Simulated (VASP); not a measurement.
# Mg (P6/mmm) in VASP: further runs

Mg is run at these levels: PBEsol; tasks: single point, relaxation of cell and atoms.

All numbers are computed with VASP 6.6.1; they aren't measurements. Logs are shortened: lines on timing, memory, paths and dates and some standing lists are left out, and cuts for length are marked.

### 1 The cell of the first run

The structure is hexagonal, space group P6/mmm (No. 191). Conventional cell: a = 5.278 Å, b = 5.278 Å, c = 3.236 Å, α = 90.00°, β = 90.00°, γ = 120.00°. Mg (site symmetry 6/mmm) has 14 Mg at 3.24 to 3.45 Å within 4.3 Å. Mg (site symmetry -6m2) has 11 Mg at 3.05 to 3.45 Å within 4.0 Å.

This isn't the form of Mg at room conditions, which is hcp.

### 2 Single point, PBEsol

Input file INCAR:

```
SYSTEM = Mg
  ALGO = Normal
  EDIFF = 1E-6
  ENCUT = 520
  GGA = PS
  ISIF = 2
  ISMEAR = 0
  LASPH = .True.
  LCHARG = .False.
  LREAL = .False.
  LWAVE = .False.
  NBANDS = 10
  NELM = 60
  PREC = Accurate
  SIGMA = 0.1
```

Input file KPOINTS:

```
k-points
0
Gamma
  6 6 6
  0 0 0
```

Input file POSCAR:

```
Mg
1.0
    5.2783903522      0.0000000000      0.0000000000
   -2.6391951761      4.5712201361      0.0000000000
    0.0000000000      0.0000000000      3.2358827811
Mg
3
Direct
    0.0000000000      0.0000000000      0.0000000000
    0.3333333333      0.6666666667      0.5000000000
    0.6666666667      0.3333333333      0.5000000000
```

Potentials or basis: VASP PAW PBE potentials, release 64 (Mg).

Started as:

```console
$ cat potpaw_PBE.64/Mg/POTCAR > POTCAR
$ mpirun -np 1 vasp_std > vasp.out
```

OUTCAR:

```text
SYSTEM = Mg
   EDIFF = 1E-6
   ENCUT = 520
   GGA = PS
   ISIF = 2
   ISMEAR = 0
   LASPH = .True.
   LREAL = .False.
   NELM = 60
   PREC = Accurate

 ion  position               nearest neighbor table
   1  0.000  0.000  0.000-   2 3.45   3 3.45   2 3.45   3 3.45   3 3.45   3 3.45   2 3.45   2 3.45
                             3 3.45   3 3.45   2 3.45   2 3.45
   2  0.333  0.667  0.500-   3 3.05   3 3.05   3 3.05   1 3.45   1 3.45   1 3.45   1 3.45   1 3.45
                             1 3.45
   3  0.667  0.333  0.500-   2 3.05   2 3.05   2 3.05   1 3.45   1 3.45   1 3.45   1 3.45   1 3.45
                             1 3.45

  LATTYP: Found a hexagonal cell.
 ALAT       =     5.2783903522
 C/A-ratio  =     0.6130434783

  Lattice vectors:

 A1 = (   5.2783903522,   0.0000000000,   0.0000000000)
 A2 = (  -2.6391951761,   4.5712201361,   0.0000000000)
 A3 = (   0.0000000000,   0.0000000000,   3.2358827811)

Analysis of symmetry for initial positions (statically):
=====================================================================
 Subroutine PRICEL returns:
 Original cell was already a primitive cell.

 Routine SETGRP: Setting up the symmetry group for a
 hexagonal supercell.

 Subroutine GETGRP returns: Found 24 space group operations
 (whereof 24 operations were pure point group operations)
 out of a pool of 24 trial point group operations.

The static configuration has the point symmetry D_6h.

Analysis of symmetry for dynamics (positions and initial velocities):
=====================================================================
 Subroutine PRICEL returns:
 Original cell was already a primitive cell.

 Routine SETGRP: Setting up the symmetry group for a
 hexagonal supercell.

 Subroutine GETGRP returns: Found 24 space group operations
 (whereof 24 operations were pure point group operations)
 out of a pool of 24 trial point group operations.

The dynamic configuration has the point symmetry D_6h.

 Subroutine INISYM returns: Found 24 space group operations
 (whereof 24 operations are pure point group operations),
 and found     1 'primitive' translations

----------------------------------------------------------------------------------------

                                     Primitive cell

  volume of cell :      78.0776

  direct lattice vectors                    reciprocal lattice vectors
     5.278390352  0.000000000  0.000000000     0.189451695  0.109379987  0.000000000
    -2.639195176  4.571220136  0.000000000     0.000000000  0.218759974  0.000000000
     0.000000000  0.000000000  3.235882781     0.000000000  0.000000000  0.309034680

  length of vectors
     5.278390352  5.278390352  3.235882781     0.218759974  0.218759974  0.309034680

  position of ions in fractional coordinates (direct lattice)
     0.000000000  0.000000000  0.000000000
     0.333333333  0.666666667  0.500000000
     0.666666667  0.333333333  0.500000000

  ion indices of the primitive-cell ions
   primitive index   ion index
                 1           1
                 2           2
                 3           3

----------------------------------------------------------------------------------------

 KPOINTS: k-points

Automatic generation of k-mesh.
 Grid dimensions read from file:
 generate k-points for:    6    6    6

 Generating k-lattice:

  Cartesian coordinates                     Fractional coordinates (reciprocal lattice)
     0.031575283  0.018229998  0.000000000     0.166666667  0.000000000  0.000000000
     0.000000000  0.036459996  0.000000000     0.000000000  0.166666667  0.000000000
     0.000000000  0.000000000  0.051505780     0.000000000  0.000000000  0.166666667

  Length of vectors
     0.036459996  0.036459996  0.051505780

  Shift w.r.t. Gamma in fractional coordinates (k-lattice)
     0.000000000  0.000000000  0.000000000

 Subroutine IBZKPT returns following result:
 ===========================================

 Found     28 irreducible k-points:

 Following reciprocal coordinates:
            Coordinates               Weight
  0.000000  0.000000  0.000000      1.000000
  0.166667  0.000000  0.000000      6.000000
  0.333333  0.000000  0.000000      6.000000
  0.500000  0.000000  0.000000      3.000000
  0.166667  0.166667  0.000000      6.000000
  0.333333  0.166667  0.000000     12.000000
[... 16 lines left out ...]
  0.166667  0.000000  0.500000      6.000000
  0.333333  0.000000  0.500000      6.000000
 [... further k-points ...]
   k-points           NKPTS =     28   k-points in BZ     NKDIM =     28   number of bands    NBANDS=     10
   number of dos      NEDOS =    301   number of ions     NIONS =      3
   total plane-waves  NPLWV =  38400
   dimension x,y,z NGX =    40 NGY =   40 NGZ =   24
   dimension x,y,z NGXF=    80 NGYF=   80 NGZF=   48
   ions per type =               3
   NGX,Y,Z   is equivalent  to a cutoff of  12.60, 12.60, 12.33 a.u.
   NGXF,Y,Z  is equivalent  to a cutoff of  25.20, 25.20, 24.66 a.u.
 SYSTEM =  Mg
   PREC   = accura    normal or accurate (medium, high low for compatibility)
   ISTART =      0    job   : 0-new  1-cont  2-samecut
   ICHARG =      2    charge: 1-file 2-atom 10-const
   ISPIN  =      1    spin polarized calculation?
   LNONCOLLINEAR =      F non collinear calculations
   LSORBIT =      F    spin-orbit coupling
   LASPH  =      T    aspherical Exc in radial PAW
   ENCUT  =  520.0 eV  38.22 Ry    6.18 a.u.   9.81  9.81  6.02*2*pi/ulx,y,z
   NELM   =     60;   NELMIN=  2; NELMDL= -5     # of ELM steps
   EDIFF  = 0.1E-05   stopping-criterion for ELM
   LREAL  =      F    real-space projection
   EDIFFG = 0.1E-04   stopping-criterion for IOM
   NSW    =      0    number of steps for IOM
   IBRION =     -1    ionic relax: 0-MD 1-quasi-New 2-CG
   NFREE  =      0    steps in history (QN), initial steepest desc. (CG)
   ISIF   =      2    stress and relaxation
   ISYM   =      2    0-nonsym 1-usesym 2-fastsym
   POTIM  = 0.5000    time-step for ionic-motion
   TEBEG  =    0.0;   TEEND  =   0.0 temperature during run
   PSTRESS=    0.0 pullay stress
   NELECT =       6.0000    total number of electrons
   NUPDOWN=      -1.0000    fix difference up-down
   EMIN   =  10.00;   EMAX   =-10.00  energy-range for DOS
   EFERMI =   0.00;   METHOD = LEGACY
   ISMEAR =     0;   SIGMA  =   0.10  broadening in eV -4-tet -1-fermi 0-gaus
   EFERMI_NEDOS =   21; number of points for ismear=-14 and -15
   IALGO  =     38    algorithm
   IMIX   =      4    mixing-type and parameters
     AMIX     =   0.40;   BMIX     =  1.00
     AMIX_MAG =   1.60;   BMIX_MAG =  1.00
  volume/ion in A,a.u.               =      26.03       175.63
  Fermi-wavevector in a.u.,A,eV,Ry     =   0.696012  1.315271  6.591098  0.484432
  Thomas-Fermi vector in A             =   1.778943
   LORBIT       =      0    0 simple, 1 ext, 2 COOP (PROOUT), +10 PAW based schemes
   GGA     = PS    functional components
   LHFCALC =     F    Hartree Fock is set to
   AEXX    =    0.0000 exact exchange contribution
   IVDW    =     0    specifies the selected vdW correction
   LEPSILON=     F    determine dielectric tensor
   LRPA    =     F    only Hartree local field effects (RPA)
 non-spin polarized calculation
 Gauss-broadening in eV      SIGMA  =   0.10
  energy-cutoff  :      520.00
  volume of cell :       78.08
 maximum number of plane-waves:      2116
 NGX is ok and might be reduce to    40
   NGX = 19   NGY = 19   NGZ = 13

 number of electron       6.0000000 magnetization

 Free energy of the ion-electron system (eV)
  ---------------------------------------------------
  ext. energy  EPLUGINS =         0.00000000
  ---------------------------------------------------
  free energy    TOTEN  =        -4.88838249 eV

  energy without entropy =       -4.88499798  energy(sigma->0) =       -4.88669023

 E-fermi :   1.9967     XC(G=0):  -8.1489

 val. band max:        1.8932901542   @ k =   0.3333   0.3333   0.5000
 cond. band min:       2.0137528150   @ k =   0.3333   0.0000   0.5000
 fundamental gap:      0.1204626608
 Fermi energy:         1.9966551733

 k-point     1 :       0.0000    0.0000    0.0000
  band No.  band energies     occupation
      1      -4.4344      2.00000
      2       2.3073      0.00001
      3       2.3073      0.00001
      4       2.3707      0.00000
      5       2.3707      0.00000
      6       3.0946      0.00000
      7       3.1348      0.00000
      8       9.0650      0.00000
      9       9.6193      0.00000
     10      14.5172      0.00000

 k-point     2 :       0.1667    0.0000    0.0000
  band No.  band energies     occupation
      1      -4.2340      2.00000
      2       0.4595      2.00000
      3       1.4124      2.00000
      4       1.8297      1.98179
      5       3.6382      0.00000
      6       4.2312      0.00000
      7       5.0844      0.00000
      8       9.2359      0.00000
      9       9.7685      0.00000
     10      12.4408      0.00000

 k-point     3 :       0.3333    0.0000    0.0000
  band No.  band energies     occupation
      1      -3.6351      2.00000
      2      -1.2725      2.00000
      3       0.8577      2.00000
      4       1.2534      2.00000
      5       5.3098      0.00000
      6       5.8895      0.00000
      7       7.7885      0.00000
      8       9.7453      0.00000
      9       9.7492      0.00000
     10       9.7546      0.00000

 k-point     4 :       0.5000    0.0000    0.0000
  band No.  band energies     occupation
      1      -2.6449      2.00000
      2      -2.6435      2.00000
      3       0.6729      2.00000
      4       1.0570      2.00000
      5       7.2914      0.00000
      6       7.4159      0.00000
      7       7.8273      0.00000
      8       7.8540      0.00000
      9      10.2819      0.00000
     10      10.6068      0.00000

 k-point     5 :       0.1667    0.1667    0.0000
  band No.  band energies     occupation
      1      -3.8344      2.00000
      2      -0.3066      2.00000
      3      -0.3046      2.00000
      4       3.1205      0.00000
      5       3.1810      0.00000
      6       6.5185      0.00000
      7       6.5697      0.00000
      8       9.5779      0.00000
      9       9.5850      0.00000
     10      10.3389      0.00000

 k-point     6 :       0.3333    0.1667    0.0000
  band No.  band energies     occupation
      1      -3.0395      2.00000
      2      -1.8581      2.00000
      3      -0.6913      2.00000
      4       2.7805      0.00000
      5       5.0179      0.00000
      6       7.2238      0.00000
      7       8.3226      0.00000
      8       9.3278      0.00000
      9      10.2005      0.00000
     10      10.2634      0.00000
[... 183 lines left out ...]
 k-point    21 :       0.3333    0.3333    0.3333
  band No.  band energies     occupation
      1      -0.5127      2.00000
      2      -0.4988      2.00000
      3      -0.4988      2.00000
      4       4.0160      0.00000
      5       4.0160      0.00000
      6       4.1513      0.00000
      7       6.1795      0.00000
      8       6.4636      0.00000
      9       6.4636      0.00000
     10      10.7676      0.00000

 k-point    22 :       0.0000    0.0000    0.5000
  band No.  band energies     occupation
      1      -1.0676      2.00000
      2      -0.7111      2.00000
      3       5.1709      0.00000
      4       5.1709      0.00000
      5       5.5161      0.00000
      6       5.5161      0.00000
      7       5.5998      0.00000
      8       5.9343      0.00000
      9       5.9343      0.00000
     10       6.1391      0.00000

 k-point    23 :       0.1667    0.0000    0.5000
  band No.  band energies     occupation
      1      -0.8720      2.00000
      2      -0.5194      2.00000
      3       3.6557      0.00000
      4       4.0105      0.00000
      5       4.4151      0.00000
      6       5.1063      0.00000
      7       5.1864      0.00000
      8       5.2698      0.00000
      9       6.6385      0.00000
     10       7.4034      0.00000

 k-point    24 :       0.3333    0.0000    0.5000
  band No.  band energies     occupation
      1      -0.2893      2.00000
      2       0.0533      2.00000
      3       2.0138      0.80894
      4       2.3453      0.00000
      5       3.8731      0.00000
      6       4.5387      0.00000
      7       4.7451      0.00000
      8       4.7483      0.00000
      9       8.2728      0.00000
     10       9.0987      0.00000

 [... further k-points ...]

------------------------ aborting loop because EDIFF is reached ----------------------------------------

  FORCE on cell =-STRESS in cart. coord.  units (eV):
  Direction    XX          YY          ZZ          XY          YZ          ZX
  --------------------------------------------------------------------------------------
  -------------------------------------------------------------------------------------
  Total       -1.4610194     -1.4610194     -2.4223108     -0.0000000      0.0000000      0.0000000
  in kB      -29.9805868    -29.9805868    -49.7065959     -0.0000000      0.0000000      0.0000000
  external PRESSURE =     -36.5559232 kB  Pullay stress =       0.0000000 kB

 VOLUME and BASIS-vectors are now :
 -----------------------------------------------------------------------------
  energy-cutoff  :      520.00
  volume of cell :       78.08
      direct lattice vectors                 reciprocal lattice vectors
     5.278390352  0.000000000  0.000000000     0.189451695  0.109379987  0.000000000
    -2.639195176  4.571220136  0.000000000     0.000000000  0.218759974  0.000000000
     0.000000000  0.000000000  3.235882781     0.000000000  0.000000000  0.309034680

 POSITION                                       TOTAL-FORCE (eV/Angst)
 -----------------------------------------------------------------------------------
      0.00000      0.00000      0.00000         0.000000      0.000000      0.000000
     -0.00000      3.04748      1.61794         0.000000      0.000000      0.000000
      2.63920      1.52374      1.61794        -0.000000     -0.000000      0.000000
 -----------------------------------------------------------------------------------
    total drift:                                0.000000     -0.000000      0.000000

  FREE ENERGIE OF THE ION-ELECTRON SYSTEM (eV)
  ---------------------------------------------------
  free  energy   TOTEN  =        -4.8883824859 eV

  energy  without entropy=       -4.8849979756  energy(sigma->0) =       -4.88669023
```

Run time: 19 s. Hardware: 1 thread of Oxide Virtual Turin-like, shared host; peak memory 0.15 GiB.

Results:

```
Free energy            : -4.8884 eV
Pressure               : -3.7 GPa
Band gap on the k mesh : zero (bands 3 and 4 overlap by 4.11 eV)
```

Caveat: the cell stands under tension; the PAW data sets were made with another functional, which shifts forces and pressure a little.

### 3 Single point, PBEsol

This run uses another cell than the first one, of 22.80 Å³/atom.

Input file INCAR:

```
SYSTEM = Mg
ALGO     = Fast           ! electronic algorithm
EDIFF    = 1E-6           ! SCF threshold, eV
ENCUT    = 520            ! plane-wave cutoff, eV
GGA      = PS             ! functional
ISIF     = 2              ! what is computed and relaxed
ISMEAR   = 0              ! smearing method
LASPH    = .TRUE.         ! aspherical terms in the spheres
LCHARG   = .TRUE.         ! write CHGCAR
LELF     = .TRUE.         ! ELF
LREAL    = .FALSE.        ! projectors in reciprocal space
LVHAR    = .TRUE.       
LWAVE    = .FALSE.        ! write WAVECAR
NBANDS   = 10             ! bands
NELM     = 80             ! most SCF steps
PREC     = Accurate       ! precision mode
SIGMA    = 0.1            ! smearing width, eV
```

Input file KPOINTS:

```
k-points
0
G
  12 12 16
  0 0 0
```

Input file POSCAR:

```
Mg
1.0
    5.0768987730      0.0000000000      0.0000000000
   -2.5384493865      4.3967233099      0.0000000000
    0.0000000000      0.0000000000      3.0646902507
Mg
3
Direct
    0.0000000000      0.0000000000      0.0000000000
    0.3333333333      0.6666666667      0.5000000000
    0.6666666667      0.3333333333      0.5000000000
```

Potentials or basis: VASP PAW PBE potentials, release 64 (Mg).

Started as:

```console
$ cat potpaw_PBE.64/Mg/POTCAR > POTCAR
$ mpirun -np 1 vasp_std > vasp.out
```

It took 91 s on 1 thread of Oxide Virtual Turin-like, shared host; peak memory 0.23 GiB.

The run converged. Its results:

* Free energy: -4.9979 eV
* Pressure: 0.0 GPa
* Band gap on the k mesh: zero (bands 3 and 4 overlap by 4.53 eV)

Levels at points of the mesh, in eV from the Fermi level:
```csv
k point,band 1,band 2,band 3,band 4,band 5,band 6,band 7,band 8
"(0.00, 0.00, 0.00)",-6.98,0.20,0.20,0.25,0.25,1.33,1.39,8.13
"(0.50, 0.00, 0.00)",-5.05,-5.04,-1.55,-0.98,5.54,5.66,6.30,6.33
"(0.00, 0.00, 0.50)",-3.17,-2.92,3.55,3.55,3.67,3.67,3.91,4.24
"(0.50, 0.00, 0.50)",-1.50,-1.27,-1.08,-0.88,1.86,2.41,2.90,3.05
```

Caveat: the PAW data sets were made with another functional, which shifts forces and pressure a little.

### 4 Relaxation of cell and atoms, PBEsol

This run uses another cell than the first one, of 22.80 Å³/atom.

Input file INCAR:

```
  PREC = Accurate
  ENCUT = 600
  EDIFF = 1E-6
  ISMEAR = 0
  SIGMA = 0.1
  LREAL = F
  LASPH = T
  NELM = 60
  ALGO = Fast
  ISIF = 3
  LWAVE = F
  LCHARG = F
  GGA = PS
  IBRION = 2
  NSW = 100
  EDIFFG = -0.01
```

Input file KPOINTS:

```
regular mesh
0
Gamma
  12 12 16
```

POSCAR is that of step 3.

Started as:

```console
$ cat potpaw_PBE.64/Mg/POTCAR > POTCAR
$ mpirun -np 1 vasp_std > vasp.out
```

It took 76 s on 1 thread of Oxide Virtual Turin-like, shared host; peak memory 0.24 GiB.

Results (log left out):

* Free energy: -4.9981 eV
* Pressure after relaxing: 0.0 GPa
* Band gap on the k mesh: zero (bands 3 and 4 overlap by 4.53 eV)

Final structure:
```xyz
3
Lattice="5.0769 0.0000 0.0000 -2.5384 4.3967 0.0000 0.0000 0.0000 3.0647" Properties=species:S:1:pos:R:3 pbc="T T T"
Mg    0.0000    0.0000    0.0000
Mg    0.0000    2.9311    1.5323
Mg    2.5384    1.4656    1.5323
```

Levels at points of the mesh, in eV from the Fermi level:
```csv
k point,band 1,band 2,band 3,band 4,band 5,band 6
"(0.00, 0.00, 0.00)",-6.98,0.20,0.20,0.25,0.25,1.33
"(0.50, 0.00, 0.00)",-5.05,-5.04,-1.55,-0.98,5.54,5.66
"(0.00, 0.00, 0.50)",-3.17,-2.92,3.55,3.55,3.67,3.67
"(0.50, 0.00, 0.50)",-1.50,-1.27,-1.08,-0.88,1.86,2.41
```

Caveat: the PAW data sets were made with another functional, which shifts forces and pressure a little.

### 5 Overview

```tsv
task	cell	k mesh	cutoff (eV)	gap on the mesh (eV)	pressure (GPa)
single point	a = 5.278, b = 5.278, c = 3.236 Å, angles 90.0, 90.0, 120.0°, 3 atoms	6 × 6 × 6	520	none	-3.7
single point	a = 5.077, b = 5.077, c = 3.065 Å, angles 90.0, 90.0, 120.0°, 3 atoms	12 × 12 × 16	520	none	0.0
relaxation of cell and atoms	relaxed from a = 5.077, b = 5.077, c = 3.065 Å, angles 90.0, 90.0, 120.0°, 3 atoms	12 × 12 × 16	600	none	0.0
```

Alike in all rows: level PBEsol; potentials or basis VASP PAW PBE potentials, release 64 (Mg); no spin polarisation; smearing gaussian 0.1 eV.

Caveats: the PAW data sets were made with another functional, which shifts forces and pressure a little; the cell stands under tension (at least some runs).

Total energies depend on the potentials used, so only differences within one code and one set of settings carry meaning.

The gap in the log of VASP goes by the Fermi energy; the results here count the filled bands.